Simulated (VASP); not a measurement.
# GaN (Fm-3m) in VASP: notebook

GaN is run at these levels: LDA, PBE, r2SCAN; tasks: single point.

Everything below comes from runs of VASP 6.6.1. Logs are shortened: lines on timing, memory, paths and dates and some standing lists are left out, and cuts for length are marked.

### Step 1. The cell of the first run

Symmetry: Fm-3m, No. 225, cubic system. Conventional cell: a = 4.217 Å, b = 4.217 Å, c = 4.217 Å, α = 90.00°, β = 90.00°, γ = 90.00°. Ga (site symmetry m-3m) has 6 N at 2.11 Å within 2.8 Å. Within 2.8 Å of N (site symmetry m-3m) lie 6 Ga at 2.11 Å.

### Step 2. Single point, LDA

INCAR

```
SYSTEM = GaN
  PREC = Accurate
  ENCUT = 520
  EDIFF = 1E-6
  ISMEAR = 0
  SIGMA = 0.01
  LREAL = .False.
  LASPH = .True.
  NELM = 80
  ALGO = Normal
  ISIF = 2
  LWAVE = .False.
  LCHARG = .False.
  NBANDS = 16
```

KPOINTS

```
Automatic mesh
0
Gamma
  6 6 6
  0 0 0
```

POSCAR

```
GaN
1.0
    0.0000000000      2.1085153661      2.1085153661
    2.1085153661      0.0000000000      2.1085153661
    2.1085153661      2.1085153661      0.0000000000
Ga N
1 1
Direct
    0.5000000000      0.5000000000      0.5000000000
    0.0000000000      0.0000000000      0.0000000000
```

Potentials or basis: VASP PAW LDA potentials, release 64 (Ga_d, N).

Started as:

```sh
cat potpaw_LDA.64/Ga_d/POTCAR potpaw_LDA.64/N/POTCAR > POTCAR
mpirun -np 1 vasp_std > vasp.out
```

OUTCAR:

```text
SYSTEM = GaN
   PREC = Accurate
   ENCUT = 520
   EDIFF = 1E-6
   ISMEAR = 0
   LREAL = .False.
   LASPH = .True.
   NELM = 80
   ISIF = 2

 ion  position               nearest neighbor table
   1  0.500  0.500  0.500-   2 2.11   2 2.11   2 2.11   2 2.11   2 2.11   2 2.11
   2  0.000  0.000  0.000-   1 2.11   1 2.11   1 2.11   1 2.11   1 2.11   1 2.11

  LATTYP: Found a face centered cubic cell.
 ALAT       =     4.2170307322

  Lattice vectors:

 A1 = (   0.0000000000,   2.1085153661,   2.1085153661)
 A2 = (   2.1085153661,   0.0000000000,   2.1085153661)
 A3 = (   2.1085153661,   2.1085153661,   0.0000000000)

Analysis of symmetry for initial positions (statically):
=====================================================================
 Subroutine PRICEL returns:
 Original cell was already a primitive cell.

 Routine SETGRP: Setting up the symmetry group for a
 face centered cubic supercell.

 Subroutine GETGRP returns: Found 48 space group operations
 (whereof 48 operations were pure point group operations)
 out of a pool of 48 trial point group operations.

The static configuration has the point symmetry O_h .

Analysis of symmetry for dynamics (positions and initial velocities):
=====================================================================
 Subroutine PRICEL returns:
 Original cell was already a primitive cell.

 Routine SETGRP: Setting up the symmetry group for a
 face centered cubic supercell.

 Subroutine GETGRP returns: Found 48 space group operations
 (whereof 48 operations were pure point group operations)
 out of a pool of 48 trial point group operations.

The dynamic configuration has the point symmetry O_h .

 Subroutine INISYM returns: Found 48 space group operations
 (whereof 48 operations are pure point group operations),
 and found     1 'primitive' translations

----------------------------------------------------------------------------------------

                                     Primitive cell

  volume of cell :      18.7482

  direct lattice vectors                    reciprocal lattice vectors
     0.000000000  2.108515366  2.108515366    -0.237133676  0.237133676  0.237133676
     2.108515366  0.000000000  2.108515366     0.237133676 -0.237133676  0.237133676
     2.108515366  2.108515366  0.000000000     0.237133676  0.237133676 -0.237133676

  length of vectors
     2.981891027  2.981891027  2.981891027     0.410727575  0.410727575  0.410727575

  position of ions in fractional coordinates (direct lattice)
     0.500000000  0.500000000  0.500000000
     0.000000000  0.000000000  0.000000000

  ion indices of the primitive-cell ions
   primitive index   ion index
                 1           1
                 2           2

----------------------------------------------------------------------------------------

 KPOINTS: Automatic mesh

Automatic generation of k-mesh.
 Grid dimensions read from file:
 generate k-points for:    6    6    6

 Generating k-lattice:

  Cartesian coordinates                     Fractional coordinates (reciprocal lattice)
    -0.039522279  0.039522279  0.039522279     0.166666667  0.000000000  0.000000000
     0.039522279 -0.039522279  0.039522279     0.000000000  0.166666667  0.000000000
     0.039522279  0.039522279 -0.039522279     0.000000000  0.000000000  0.166666667

  Length of vectors
     0.068454596  0.068454596  0.068454596

  Shift w.r.t. Gamma in fractional coordinates (k-lattice)
     0.000000000  0.000000000  0.000000000

 Subroutine IBZKPT returns following result:
 ===========================================

 Found     16 irreducible k-points:

 Following reciprocal coordinates:
            Coordinates               Weight
  0.000000  0.000000  0.000000      1.000000
  0.166667  0.000000  0.000000      8.000000
  0.333333  0.000000  0.000000      8.000000
  0.500000  0.000000  0.000000      4.000000
  0.166667  0.166667  0.000000      6.000000
  0.333333  0.166667  0.000000     24.000000
[... 8 lines left out ...]
 -0.333333  0.333333  0.166667     24.000000
 -0.333333  0.500000  0.166667     12.000000
   k-points           NKPTS =     16   k-points in BZ     NKDIM =     16   number of bands    NBANDS=     16
   number of dos      NEDOS =    301   number of ions     NIONS =      2
   total plane-waves  NPLWV =  13824
   dimension x,y,z NGX =    24 NGY =   24 NGZ =   24
   dimension x,y,z NGXF=    48 NGYF=   48 NGZF=   48
   ions per type =               1   1
   NGX,Y,Z   is equivalent  to a cutoff of  13.38, 13.38, 13.38 a.u.
   NGXF,Y,Z  is equivalent  to a cutoff of  26.76, 26.76, 26.76 a.u.
 SYSTEM =  GaN
   PREC   = accura    normal or accurate (medium, high low for compatibility)
   ISTART =      0    job   : 0-new  1-cont  2-samecut
   ICHARG =      2    charge: 1-file 2-atom 10-const
   ISPIN  =      1    spin polarized calculation?
   LNONCOLLINEAR =      F non collinear calculations
   LSORBIT =      F    spin-orbit coupling
   LASPH  =      T    aspherical Exc in radial PAW
   ENCUT  =  520.0 eV  38.22 Ry    6.18 a.u.   5.54  5.54  5.54*2*pi/ulx,y,z
   NELM   =     80;   NELMIN=  2; NELMDL= -5     # of ELM steps
   EDIFF  = 0.1E-05   stopping-criterion for ELM
   LREAL  =      F    real-space projection
   EDIFFG = 0.1E-04   stopping-criterion for IOM
   NSW    =      0    number of steps for IOM
   IBRION =     -1    ionic relax: 0-MD 1-quasi-New 2-CG
   NFREE  =      0    steps in history (QN), initial steepest desc. (CG)
   ISIF   =      2    stress and relaxation
   ISYM   =      2    0-nonsym 1-usesym 2-fastsym
   POTIM  = 0.5000    time-step for ionic-motion
   TEBEG  =    0.0;   TEEND  =   0.0 temperature during run
   PSTRESS=    0.0 pullay stress
   NELECT =      18.0000    total number of electrons
   NUPDOWN=      -1.0000    fix difference up-down
   EMIN   =  10.00;   EMAX   =-10.00  energy-range for DOS
   EFERMI =   0.00;   METHOD = LEGACY
   ISMEAR =     0;   SIGMA  =   0.01  broadening in eV -4-tet -1-fermi 0-gaus
   EFERMI_NEDOS =   21; number of points for ismear=-14 and -15
   IALGO  =     38    algorithm
   IMIX   =      4    mixing-type and parameters
     AMIX     =   0.40;   BMIX     =  1.00
     AMIX_MAG =   1.60;   BMIX_MAG =  1.00
  volume/ion in A,a.u.               =       9.37        63.26
  Fermi-wavevector in a.u.,A,eV,Ry     =   1.615024  3.051952 35.488097  2.608302
  Thomas-Fermi vector in A             =   2.709838
   LORBIT       =      0    0 simple, 1 ext, 2 COOP (PROOUT), +10 PAW based schemes
   GGA     = CA    functional components
   LHFCALC =     F    Hartree Fock is set to
   AEXX    =    0.0000 exact exchange contribution
   IVDW    =     0    specifies the selected vdW correction
   LEPSILON=     F    determine dielectric tensor
   LRPA    =     F    only Hartree local field effects (RPA)
 non-spin polarized calculation
 Gauss-broadening in eV      SIGMA  =   0.01
  energy-cutoff  :      520.00
  volume of cell :       18.75
 maximum number of plane-waves:       531
 NGX is ok and might be reduce to    24
   NGX = 11   NGY = 11   NGZ = 11

 number of electron      18.0000008 magnetization

 Free energy of the ion-electron system (eV)
  ---------------------------------------------------
  ext. energy  EPLUGINS =         0.00000000
  ---------------------------------------------------
  free energy    TOTEN  =       -13.06419123 eV

  energy without entropy =      -13.06419123  energy(sigma->0) =      -13.06419123

 E-fermi :   7.9050     XC(G=0): -13.5174

 val. band max:        7.7847358998   @ k =  -0.1667   0.1667   0.0000
 cond. band min:       8.2220515951   @ k =   0.5000   0.5000   0.0000
 fundamental gap:      0.4373156953
 Fermi energy:         7.9049641834

 k-point     1 :       0.0000    0.0000    0.0000
  band No.  band energies     occupation
      1      -9.4965      2.00000
      2      -6.3367      2.00000
      3      -6.3367      2.00000
      4      -6.3367      2.00000
      5      -6.2372      2.00000
      6      -6.2372      2.00000
[... 8 lines left out ...]
     15      23.3857      0.00000
     16      23.3857      0.00000

 k-point     2 :       0.1667    0.0000    0.0000
  band No.  band energies     occupation
      1      -8.9507      2.00000
      2      -6.3570      2.00000
      3      -6.3336      2.00000
      4      -6.3336      2.00000
      5      -6.2476      2.00000
      6      -6.2476      2.00000
[... 8 lines left out ...]
     15      24.2920      0.00000
     16      24.2920      0.00000

 k-point     3 :       0.3333    0.0000    0.0000
  band No.  band energies     occupation
      1      -7.5113      2.00000
      2      -6.4377      2.00000
      3      -6.4377      2.00000
      4      -6.3861      2.00000
      5      -6.1549      2.00000
      6      -6.1549      2.00000
[... 8 lines left out ...]
     15      27.3109      0.00000
     16      27.3109      0.00000

 k-point     4 :       0.5000    0.0000    0.0000
  band No.  band energies     occupation
      1      -6.5535      2.00000
      2      -6.4952      2.00000
      3      -6.4952      2.00000
      4      -6.2174      2.00000
      5      -6.1016      2.00000
      6      -6.1016      2.00000
[... 8 lines left out ...]
     15      30.8448      0.00000
     16      30.8448      0.00000
[... 172 lines left out ...]
 k-point    14 :       0.5000    0.3333    0.1667
  band No.  band energies     occupation
      1      -7.5991      2.00000
      2      -6.4115      2.00000
      3      -6.3480      2.00000
      4      -6.2234      2.00000
      5      -6.1324      2.00000
      6      -4.9939      2.00000
[... 8 lines left out ...]
     15      29.7179      0.00000
     16      32.0461      0.00000

 k-point    15 :      -0.3333    0.3333    0.1667
  band No.  band energies     occupation
      1      -7.5101      2.00000
      2      -6.4069      2.00000
      3      -6.3141      2.00000
      4      -6.3071      2.00000
      5      -6.0826      2.00000
      6      -3.9874      2.00000
[... 8 lines left out ...]
     15      26.4083      0.00000
     16      33.7461      0.00000

 k-point    16 :      -0.3333    0.5000    0.1667
  band No.  band energies     occupation
      1      -7.7502      2.00000
      2      -6.4373      2.00000
      3      -6.2547      2.00000
      4      -6.2034      2.00000
      5      -6.0462      2.00000
      6      -3.2373      2.00000
[... 8 lines left out ...]
     15      29.4979      0.00000
     16      35.5734      0.00000

------------------------ aborting loop because EDIFF is reached ----------------------------------------

  FORCE on cell =-STRESS in cart. coord.  units (eV):
  Direction    XX          YY          ZZ          XY          YZ          ZX
  --------------------------------------------------------------------------------------
  -------------------------------------------------------------------------------------
  Total       -0.5791655     -0.5791655     -0.5791655      0.0000000     -0.0000000      0.0000000
  in kB      -49.4940464    -49.4940464    -49.4940464      0.0000000     -0.0000000      0.0000000
  external PRESSURE =     -49.4940464 kB  Pullay stress =       0.0000000 kB

 VOLUME and BASIS-vectors are now :
 -----------------------------------------------------------------------------
  energy-cutoff  :      520.00
  volume of cell :       18.75
      direct lattice vectors                 reciprocal lattice vectors
     0.000000000  2.108515366  2.108515366    -0.237133676  0.237133676  0.237133676
     2.108515366  0.000000000  2.108515366     0.237133676 -0.237133676  0.237133676
     2.108515366  2.108515366  0.000000000     0.237133676  0.237133676 -0.237133676

 POSITION                                       TOTAL-FORCE (eV/Angst)
 -----------------------------------------------------------------------------------
      2.10852      2.10852      2.10852         0.000000      0.000000      0.000000
      0.00000      0.00000      0.00000        -0.000000     -0.000000     -0.000000
 -----------------------------------------------------------------------------------
    total drift:                                0.000000     -0.000000      0.000000

  FREE ENERGIE OF THE ION-ELECTRON SYSTEM (eV)
  ---------------------------------------------------
  free  energy   TOTEN  =       -13.0641912320 eV

  energy  without entropy=      -13.0641912320  energy(sigma->0) =      -13.06419123
```

It took 3.9 s on 1 thread of AMD EPYC 7R13 (Zen 3), shared host; peak memory 0.1 GiB.

What came out:

```
Free energy            : -13.0642 eV
Pressure               : -4.9 GPa
Band gap on the k mesh : 0.44 eV, indirect (least direct gap 2.91 eV)
```

Caveat: the k points lie up to 0.43 Å⁻¹ apart.

### Step 3. Single point, PBE

INCAR

```
SYSTEM = GaN
ALGO = Normal
EDIFF = 1E-6
ENCUT = 520
GGA = PE
ISIF = 2
ISMEAR = 0
LASPH = .True.
LCHARG = .True.
LELF = .True.
LREAL = .False.
LVHAR = .True.
LWAVE = .False.
NBANDS = 16
NELM = 80
PREC = Accurate
SIGMA = 0.01
```

KPOINTS

```
k-points
0
Gamma
  8 8 8
  0 0 0
```

POSCAR is that of step 2.

Potentials or basis: VASP PAW PBE potentials, release 64 (Ga_d, N).

Started as:

```sh
cat potpaw_PBE.64/Ga_d/POTCAR potpaw_PBE.64/N/POTCAR > POTCAR
mpirun -np 1 vasp_std > vasp.out
```

OUTCAR:

```text
SYSTEM = GaN
   EDIFF = 1E-6
   ENCUT = 520
   GGA = PE
   ISIF = 2
   ISMEAR = 0
   LASPH = .True.
   LREAL = .False.
   NELM = 80
   PREC = Accurate

 ion  position               nearest neighbor table
   1  0.500  0.500  0.500-   2 2.11   2 2.11   2 2.11   2 2.11   2 2.11   2 2.11
   2  0.000  0.000  0.000-   1 2.11   1 2.11   1 2.11   1 2.11   1 2.11   1 2.11

  LATTYP: Found a face centered cubic cell.
 ALAT       =     4.2170307322

  Lattice vectors:

 A1 = (   0.0000000000,   2.1085153661,   2.1085153661)
 A2 = (   2.1085153661,   0.0000000000,   2.1085153661)
[... 626 lines left out ...]
      4      -5.9541      2.00000
      5      -5.7681      2.00000
      6      -4.4736      2.00000
[... 8 lines left out ...]
     15      27.0269      0.00000
     16      31.7022      0.00000

 [... further k-points ...]
[... 5 lines left out ...]
  --------------------------------------------------------------------------------------
  -------------------------------------------------------------------------------------
  Total        1.0601301      1.0601301      1.0601301      0.0000000      0.0000000     -0.0000000
  in kB       90.5960861     90.5960861     90.5960861      0.0000000      0.0000000     -0.0000000
  external PRESSURE =      90.5960861 kB  Pullay stress =       0.0000000 kB

 VOLUME and BASIS-vectors are now :
 -----------------------------------------------------------------------------
  energy-cutoff  :      520.00
  volume of cell :       18.75
      direct lattice vectors                 reciprocal lattice vectors
     0.000000000  2.108515366  2.108515366    -0.237133676  0.237133676  0.237133676
     2.108515366  0.000000000  2.108515366     0.237133676 -0.237133676  0.237133676
     2.108515366  2.108515366  0.000000000     0.237133676  0.237133676 -0.237133676

 POSITION                                       TOTAL-FORCE (eV/Angst)
 -----------------------------------------------------------------------------------
      2.10852      2.10852      2.10852        -0.000000      0.000000      0.000000
      0.00000      0.00000      0.00000         0.000000     -0.000000     -0.000000
 -----------------------------------------------------------------------------------
    total drift:                                0.000000     -0.000000      0.000000

  FREE ENERGIE OF THE ION-ELECTRON SYSTEM (eV)
  ---------------------------------------------------
  free  energy   TOTEN  =       -11.1838323056 eV

  energy  without entropy=      -11.1838323056  energy(sigma->0) =      -11.18383231
```

OSZICAR:

```text
N       E                     dE             d eps       ncg     rms          rms(c)
DAV:   1     0.746750054015E+02    0.74675E+02   -0.88023E+03  1032   0.216E+03
DAV:   2    -0.849815182056E+01   -0.83173E+02   -0.77996E+02  1072   0.322E+02
DAV:   3    -0.129795940958E+02   -0.44814E+01   -0.44660E+01  1056   0.632E+01
DAV:   4    -0.130170120103E+02   -0.37418E-01   -0.37416E-01  1096   0.615E+00
DAV:   5    -0.130174387877E+02   -0.42678E-03   -0.42678E-03  1160   0.606E-01    0.737E+00
DAV:   6    -0.112061866359E+02    0.18113E+01   -0.43604E+00  1312   0.400E+01    0.238E+00
DAV:   7    -0.111986158224E+02    0.75708E-02   -0.23239E-01  1080   0.517E+00    0.158E+00
DAV:   8    -0.111857029638E+02    0.12913E-01   -0.31708E-02  1080   0.217E+00    0.525E-01
DAV:   9    -0.111838243488E+02    0.18786E-02   -0.67128E-03  1080   0.195E+00    0.114E-01
DAV:  10    -0.111838356996E+02   -0.11351E-04   -0.55940E-04  1032   0.285E-01    0.181E-02
DAV:  11    -0.111838305148E+02    0.51848E-05   -0.39296E-05  1192   0.687E-02    0.101E-02
DAV:  12    -0.111838324017E+02   -0.18870E-05   -0.24042E-06  1080   0.287E-02    0.396E-03
DAV:  13    -0.111838323056E+02    0.96116E-07   -0.22799E-07   608   0.453E-03
   1 F= -.11183832E+02 E0= -.11183832E+02  d E =-.602435E-15
```

It took 7.9 s on 1 thread of AMD EPYC 7R13 (Zen 3), shared host; peak memory 0.11 GiB.

What came out:

| Quantity | Value |
| --- | --- |
| Free energy | -11.1838 eV |
| Pressure | 9.1 GPa |
| Band gap on the k mesh | 0.65 eV, indirect (least direct gap 2.83 eV) |

### Step 4. Single point, r2SCAN

POSCAR is that of step 3.

INCAR.step1

```
  PREC = Accurate
  ENCUT = 520
  ISMEAR = 0
  SIGMA = 0.01
  LREAL = F
  LASPH = T
  NELM = 80
  NBANDS = 16
  GGA = PE
  ALGO = Normal
  EDIFF = 1E-4
  LWAVE = T
  LCHARG = F
```

INCAR.step2

```
  PREC = Accurate
  ENCUT = 520
  EDIFF = 1E-6
  ISMEAR = 0
  SIGMA = 0.01
  LREAL = F
  LASPH = T
  NELM = 80
  ALGO = Normal
  ISIF = 2
  LWAVE = F
  LCHARG = F
  METAGGA = R2SCAN
  LMIXTAU = T
  NBANDS = 16
  ISTART = 1
```

KPOINTS

```
Automatic mesh
0
Gamma
  6 6 6
```

Started as:

```sh
cat potpaw_PBE.64/Ga_d/POTCAR potpaw_PBE.64/N/POTCAR > POTCAR
cp INCAR.step1 INCAR
mpirun -np 1 vasp_std > vasp.out
cp INCAR.step2 INCAR
mpirun -np 1 vasp_std > vasp.out
```

It took 21 s on 1 thread of AMD EPYC 7R13 (Zen 3), shared host; peak memory 0.11 GiB.

Results (log left out):

```yaml
Free_energy: -20.9657 eV
Pressure: 1.2 GPa
Band_gap_on_the_k_mesh: 1.13 eV, indirect (least direct gap 3.40 eV)
```

Levels at points of the mesh, in eV from the valence-band top:
```tsv
k point	band 5	band 6	band 7	band 8	band 9	band 10	band 11	band 12	band 13	band 14
(0.00, 0.00, 0.00)	-14.34	-14.34	-0.54	-0.54	-0.54	2.86	15.48	15.48	15.48	17.00
(0.50, 0.00, 0.00)	-14.18	-14.18	-8.40	-0.19	-0.19	5.38	9.84	9.84	10.41	17.55
(0.50, 0.50, 0.00)	-14.12	-11.55	-7.29	-3.15	-3.15	1.13	8.49	13.12	15.74	15.74
```

Caveat: the k points lie up to 0.43 Å⁻¹ apart; the PAW data sets were made with another functional, which shifts forces and pressure a little. r2SCAN opens gaps a little over a GGA but as a rule still falls short of measured ones.

### Step 5. Overview

| level | potentials or basis | k mesh | gap on the mesh (eV) | pressure (GPa) |
| --- | --- | --- | --- | --- |
| LDA | VASP PAW LDA potentials, release 64 (Ga_d, N) | 6 × 6 × 6 | 0.44 | -4.9 |
| PBE | VASP PAW PBE potentials, release 64 (Ga_d, N) | 8 × 8 × 8 | 0.65 | 9.1 |
| r2SCAN | VASP PAW PBE potentials, release 64 (Ga_d, N) | 6 × 6 × 6 | 1.13 | 1.2 |

Alike in all rows: task single point; no spin polarisation; cell as given; cutoff (eV) 520; smearing gaussian 0.01 eV.

Caveats: some runs use coarse meshes; the PAW data sets were made with another functional, which shifts forces and pressure a little (some runs).

Total energies depend on the potentials used, so only differences within one code and one set of settings carry meaning.
